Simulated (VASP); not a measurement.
A run of VASP 6.6.1 is set up as follows.

INCAR

```
ALGO = Normal ; EDIFF = 1E-6
ENCUT = 520 ; GGA = PE
ISIF = 2 ; ISMEAR = 0
LASPH = True ; LCHARG = False
LREAL = False ; LWAVE = False
NBANDS = 24 ; NELM = 100
PREC = Accurate ; SIGMA = 0.05
```

KPOINTS

```
k-points
0
Gamma
  8 8 6
```

Contents of POSCAR:

```
SrO
1.0
    4.4863742577      0.0000000000      0.0000000000
    0.0000000000      4.4863742577      0.0000000000
    0.0000000000      0.0000000000      3.5966252849
Sr O
2 2
Direct
    0.5000000000      0.0000000000      0.2703680608
    0.0000000000      0.5000000000      0.7296319392
    0.0000000000      0.0000000000      0.0000000000
    0.5000000000      0.5000000000      0.0000000000
```

Potentials or basis: VASP PAW PBE potentials, release 64 (Sr_sv, O).

Command:

```console
$ cat potpaw_PBE.64/Sr_sv/POTCAR potpaw_PBE.64/O/POTCAR > POTCAR
$ mpirun -np 1 vasp_std > vasp.out
```

Estimate the largest force.

0.069 eV/Å.

Predict the band gap on the k mesh.

2.52 eV, indirect (least direct gap 2.59 eV).

Estimate the pressure.

0.6 GPa.

Forces on the atoms (eV/Å):
```
Sr   0.000  0.000  0.069
Sr   0.000  0.000 -0.069
O    0.000  0.000  0.000
O    0.000  0.000  0.000
```

A k mesh can miss the band edges. As with any semilocal functional, this PBE gap is likely too small.
